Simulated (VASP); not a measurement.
# Sr (Im-3m) in VASP: notebook, part 2 of 3

VASP 6.6.1. The steps go on from the part before.

## Step 4: Single point, PBE

Contents of INCAR:

```
PREC = Accurate ; ENCUT = 500
EDIFF = 1E-6 ; ISMEAR = -1
SIGMA = 0.008617333262145177 ; LREAL = F
LASPH = T ; NELM = 120
ALGO = Normal ; ISIF = 2
LWAVE = F ; LCHARG = F
GGA = PE ; NBANDS = 11
GGA_COMPAT = F
```

Contents of KPOINTS:

```
Automatic mesh
0
Gamma
  4 4 4
```

Contents of POSCAR:

```
Sr
1.0
   -2.4250000000      2.4250000000      2.4250000000
    2.4250000000     -2.4250000000      2.4250000000
    2.4250000000      2.4250000000     -2.4250000000
Sr
1
Direct
    0.0000000000      0.0000000000      0.0000000000
```

Potentials or basis: VASP PAW PBE potentials, release 64 (Sr_sv).

Run with:

```bash
$ cat potpaw_PBE.64/Sr_sv/POTCAR > POTCAR
$ mpirun -np 1 vasp_std > vasp.out
```

OUTCAR:

```text
PREC = Accurate
   ENCUT = 500
   EDIFF = 1E-6
   ISMEAR = -1
   LREAL = F
   LASPH = T
   NELM = 120
   ISIF = 2
   GGA = PE

 ion  position               nearest neighbor table
   1  0.000  0.000  0.000-

  LATTYP: Found a body centered cubic cell.
 ALAT       =     4.8500000000

  Lattice vectors:

 A1 = (  -2.4250000000,   2.4250000000,   2.4250000000)
 A2 = (   2.4250000000,  -2.4250000000,   2.4250000000)
 A3 = (   2.4250000000,   2.4250000000,  -2.4250000000)

Analysis of symmetry for initial positions (statically):
=====================================================================
 Subroutine PRICEL returns:
 Original cell was already a primitive cell.

 Routine SETGRP: Setting up the symmetry group for a
 body centered cubic supercell.

 Subroutine GETGRP returns: Found 48 space group operations
[... 9 lines left out ...]

 Routine SETGRP: Setting up the symmetry group for a
 body centered cubic supercell.

 Subroutine GETGRP returns: Found 48 space group operations
[... 11 lines left out ...]
                                     Primitive cell

  volume of cell :      57.0421

  direct lattice vectors                    reciprocal lattice vectors
    -2.425000000  2.425000000  2.425000000     0.000000000  0.206185567  0.206185567
     2.425000000 -2.425000000  2.425000000     0.206185567  0.000000000  0.206185567
     2.425000000  2.425000000 -2.425000000     0.206185567  0.206185567  0.000000000

  length of vectors
     4.200223208  4.200223208  4.200223208     0.291590425  0.291590425  0.291590425

  position of ions in fractional coordinates (direct lattice)
     0.000000000  0.000000000  0.000000000

  ion indices of the primitive-cell ions
   primitive index   ion index
                 1           1

----------------------------------------------------------------------------------------

 KPOINTS: Automatic mesh

Automatic generation of k-mesh.
 Grid dimensions read from file:
 generate k-points for:    4    4    4

 Generating k-lattice:

  Cartesian coordinates                     Fractional coordinates (reciprocal lattice)
     0.000000000  0.051546392  0.051546392     0.250000000  0.000000000  0.000000000
     0.051546392  0.000000000  0.051546392     0.000000000  0.250000000  0.000000000
     0.051546392  0.051546392  0.000000000     0.000000000  0.000000000  0.250000000

  Length of vectors
     0.072897606  0.072897606  0.072897606

  Shift w.r.t. Gamma in fractional coordinates (k-lattice)
     0.000000000  0.000000000  0.000000000

 Subroutine IBZKPT returns following result:
 ===========================================

 Found      8 irreducible k-points:

 Following reciprocal coordinates:
            Coordinates               Weight
  0.000000  0.000000  0.000000      1.000000
  0.250000  0.000000  0.000000     12.000000
  0.500000  0.000000  0.000000      6.000000
  0.250000  0.250000  0.000000     24.000000
  0.250000  0.250000  0.250000      2.000000
 -0.250000  0.250000  0.250000      6.000000
  0.500000  0.500000  0.250000     12.000000
  0.500000  0.500000  0.500000      1.000000
   k-points           NKPTS =      8   k-points in BZ     NKDIM =      8   number of bands    NBANDS=     11
   number of dos      NEDOS =    301   number of ions     NIONS =      1
   total plane-waves  NPLWV =  32768
   dimension x,y,z NGX =    32 NGY =   32 NGZ =   32
   dimension x,y,z NGXF=    64 NGYF=   64 NGZF=   64
   ions per type =               1
   NGX,Y,Z   is equivalent  to a cutoff of  12.67, 12.67, 12.67 a.u.
   NGXF,Y,Z  is equivalent  to a cutoff of  25.33, 25.33, 25.33 a.u.
 SYSTEM =  unknown system
   PREC   = accura    normal or accurate (medium, high low for compatibility)
   ISTART =      0    job   : 0-new  1-cont  2-samecut
   ICHARG =      2    charge: 1-file 2-atom 10-const
   ISPIN  =      1    spin polarized calculation?
   LNONCOLLINEAR =      F non collinear calculations
   LSORBIT =      F    spin-orbit coupling
   LASPH  =      T    aspherical Exc in radial PAW
   ENCUT  =  500.0 eV  36.75 Ry    6.06 a.u.   7.66  7.66  7.66*2*pi/ulx,y,z
   NELM   =    120;   NELMIN=  2; NELMDL= -5     # of ELM steps
   EDIFF  = 0.1E-05   stopping-criterion for ELM
   LREAL  =      F    real-space projection
   EDIFFG = 0.1E-04   stopping-criterion for IOM
   NSW    =      0    number of steps for IOM
   IBRION =     -1    ionic relax: 0-MD 1-quasi-New 2-CG
   NFREE  =      0    steps in history (QN), initial steepest desc. (CG)
   ISIF   =      2    stress and relaxation
   ISYM   =      2    0-nonsym 1-usesym 2-fastsym
   POTIM  = 0.5000    time-step for ionic-motion
   TEBEG  =    0.0;   TEEND  =   0.0 temperature during run
   PSTRESS=    0.0 pullay stress
   NELECT =      10.0000    total number of electrons
   NUPDOWN=      -1.0000    fix difference up-down
   EMIN   =  10.00;   EMAX   =-10.00  energy-range for DOS
   EFERMI =   0.00;   METHOD = LEGACY
   ISMEAR =    -1;   SIGMA  =   0.01  broadening in eV -4-tet -1-fermi 0-gaus
   EFERMI_NEDOS =   21; number of points for ismear=-14 and -15
   IALGO  =     38    algorithm
   IMIX   =      4    mixing-type and parameters
     AMIX     =   0.40;   BMIX     =  1.00
     AMIX_MAG =   1.60;   BMIX_MAG =  1.00
  volume/ion in A,a.u.               =      57.04       384.94
  Fermi-wavevector in a.u.,A,eV,Ry     =   0.916241  1.731445 11.422060  0.839498
  Thomas-Fermi vector in A             =   2.041074
   LORBIT       =      0    0 simple, 1 ext, 2 COOP (PROOUT), +10 PAW based schemes
   GGA     = PE    functional components
   LHFCALC =     F    Hartree Fock is set to
   AEXX    =    0.0000 exact exchange contribution
   IVDW    =     0    specifies the selected vdW correction
   LEPSILON=     F    determine dielectric tensor
   LRPA    =     F    only Hartree local field effects (RPA)
 non-spin polarized calculation
  energy-cutoff  :      500.00
  volume of cell :       57.04
 maximum number of plane-waves:      1481
 NGX is ok and might be reduce to    32
   NGX = 15   NGY = 15   NGZ = 15

 number of electron      10.0000000 magnetization

 Free energy of the ion-electron system (eV)
  ---------------------------------------------------
  ext. energy  EPLUGINS =         0.00000000
  ---------------------------------------------------
  free energy    TOTEN  =        -1.62301060 eV

  energy without entropy =       -1.62208344  energy(sigma->0) =       -1.62254702

 E-fermi :   1.4637     XC(G=0):  -7.2340

 val. band max:        1.3748667407   @ k =   0.5000   0.5000   0.5000
 cond. band min:       1.4843827768   @ k =   0.5000   0.5000   0.2500
 fundamental gap:      0.1095160361
 Fermi energy:         1.4637199419

 k-point     1 :       0.0000    0.0000    0.0000
  band No.  band energies     occupation
      1     -35.2067      2.00000
      2     -17.0999      2.00000
      3     -17.0999      2.00000
      4     -17.0999      2.00000
      5      -2.1184      2.00000
      6       3.8048      0.00000
      7       3.8048      0.00000
      8       3.8048      0.00000
      9       5.0750      0.00000
     10       5.0750      0.00000
     11       9.4052      0.00000

 k-point     2 :       0.2500    0.0000    0.0000
  band No.  band energies     occupation
      1     -35.2003      2.00000
      2     -17.1880      2.00000
      3     -17.1292      2.00000
      4     -17.0998      2.00000
      5      -1.1527      2.00000
      6       2.8996      0.00000
      7       3.1630      0.00000
      8       4.7633      0.00000
      9       4.8398      0.00000
     10       5.1321      0.00000
     11       9.1142      0.00000
[... 71 lines left out ...]
 k-point     8 :       0.5000    0.5000    0.5000
  band No.  band energies     occupation
      1     -35.1840      2.00000
      2     -17.2249      2.00000
      3     -17.2249      2.00000
      4     -17.2249      2.00000
      5       1.3749      1.99993
      6       1.3749      1.99993
      7       4.9461      0.00000
      8       4.9461      0.00000
      9       4.9461      0.00000
     10       6.3305      0.00000
     11       6.3305      0.00000

------------------------ aborting loop because EDIFF is reached ----------------------------------------

  FORCE on cell =-STRESS in cart. coord.  units (eV):
  Direction    XX          YY          ZZ          XY          YZ          ZX
  --------------------------------------------------------------------------------------
  -------------------------------------------------------------------------------------
  Total       -0.3074581     -0.3074581     -0.3074581      0.0000000     -0.0000000     -0.0000000
  in kB       -8.6357758     -8.6357758     -8.6357758      0.0000000     -0.0000000     -0.0000000
  external PRESSURE =      -8.6357758 kB  Pullay stress =       0.0000000 kB

 VOLUME and BASIS-vectors are now :
 -----------------------------------------------------------------------------
  energy-cutoff  :      500.00
  volume of cell :       57.04
      direct lattice vectors                 reciprocal lattice vectors
    -2.425000000  2.425000000  2.425000000     0.000000000  0.206185567  0.206185567
     2.425000000 -2.425000000  2.425000000     0.206185567  0.000000000  0.206185567
     2.425000000  2.425000000 -2.425000000     0.206185567  0.206185567  0.000000000

 POSITION                                       TOTAL-FORCE (eV/Angst)
 -----------------------------------------------------------------------------------
      0.00000      0.00000      0.00000         0.000000      0.000000     -0.000000
 -----------------------------------------------------------------------------------
    total drift:                               -0.000000      0.000000     -0.000000

  FREE ENERGIE OF THE ION-ELECTRON SYSTEM (eV)
  ---------------------------------------------------
  free  energy   TOTEN  =        -1.6230105951 eV

  energy  without entropy=       -1.6220834375  energy(sigma->0) =       -1.62254702
```

OSZICAR:

```text
N       E                     dE             d eps       ncg     rms          rms(c)
DAV:   1     0.365611501929E+02    0.36561E+02   -0.47701E+03   176   0.753E+02
DAV:   2    -0.574270785601E-01   -0.36619E+02   -0.35950E+02   206   0.159E+02
DAV:   3    -0.157358584426E+01   -0.15162E+01   -0.15100E+01   268   0.237E+01
DAV:   4    -0.161694727711E+01   -0.43361E-01   -0.43308E-01   222   0.399E+00
DAV:   5    -0.161798522198E+01   -0.10379E-02   -0.10379E-02   262   0.430E-01    0.936E+00
DAV:   6    -0.162060311934E+01   -0.26179E-02   -0.68115E-03   209   0.918E-01    0.523E+00
DAV:   7    -0.162286949814E+01   -0.22664E-02   -0.11520E-02   188   0.119E+00    0.293E-01
DAV:   8    -0.162296921148E+01   -0.99713E-04   -0.15056E-03   267   0.218E-01    0.809E-02
DAV:   9    -0.162299271708E+01   -0.23506E-04   -0.15445E-05   203   0.412E-02    0.326E-02
DAV:  10    -0.162301115623E+01   -0.18439E-04   -0.86458E-06   205   0.197E-02    0.806E-03
DAV:  11    -0.162301059508E+01    0.56115E-06   -0.31178E-07   162   0.404E-03
   1 F= -.16230106E+01 E0= -.16225470E+01  d E =-.927158E-03
```

Wall time 9.7 s (1 thread of Intel Xeon Platinum 8488C (Sapphire Rapids), shared host); peak memory 0.17 GiB.

What came out:

```
Free energy            : -1.6230 eV
Pressure               : -0.9 GPa
Band gap on the k mesh : zero (band 5 reaches 1.80 eV, above the bottom of band 6 at 1.37 eV)
```

Caveat: the k points lie up to 0.46 Å⁻¹ apart.

## Step 5: Single point, PBE

Contents of INCAR:

```
ALGO = Normal
EDIFF = 1E-6
ENCUT = 500
GGA = PE
GGA_COMPAT = F
ISIF = 2
ISMEAR = 0
LASPH = T
LCHARG = F
LREAL = F
LWAVE = F
NBANDS = 11
NELECT = 9.0
NELM = 120
PREC = Accurate
SIGMA = 0.1
```

Contents of KPOINTS:

```
k-points
0
Gamma
  4 4 4
```

POSCAR is that of step 4.

Run with:

```bash
$ cat potpaw_PBE.64/Sr_sv/POTCAR > POTCAR
$ mpirun -np 1 vasp_std > vasp.out
```

It took 11 s on 1 thread of Intel Xeon Platinum 8488C (Sapphire Rapids), shared host; peak memory 0.17 GiB.

It converged, with:

```
Free energy : -2.9156 eV
```

Levels at points of the mesh, in eV from the Fermi level:
| k point | band 1 | band 2 | band 3 | band 4 | band 5 | band 6 | band 7 | band 8 |
| --- | --- | --- | --- | --- | --- | --- | --- | --- |
| (0.00, 0.00, 0.00) | -36.31 | -18.19 | -18.19 | -18.19 | -2.50 | 3.05 | 3.05 | 3.05 |
| (0.50, 0.00, 0.00) | -36.30 | -18.35 | -18.25 | -18.19 | 0.02 | 1.27 | 2.03 | 4.12 |
| (0.50, 0.50, 0.50) | -36.29 | -18.31 | -18.31 | -18.31 | 0.85 | 0.85 | 4.54 | 4.54 |

Caveat: the k points lie up to 0.46 Å⁻¹ apart; the cell carries a net charge on a neutralising background, which shifts energy and pressure; the cell is charged against a uniform background, so pressure and absolute levels hang on convention.

[end of part 2 of 3]
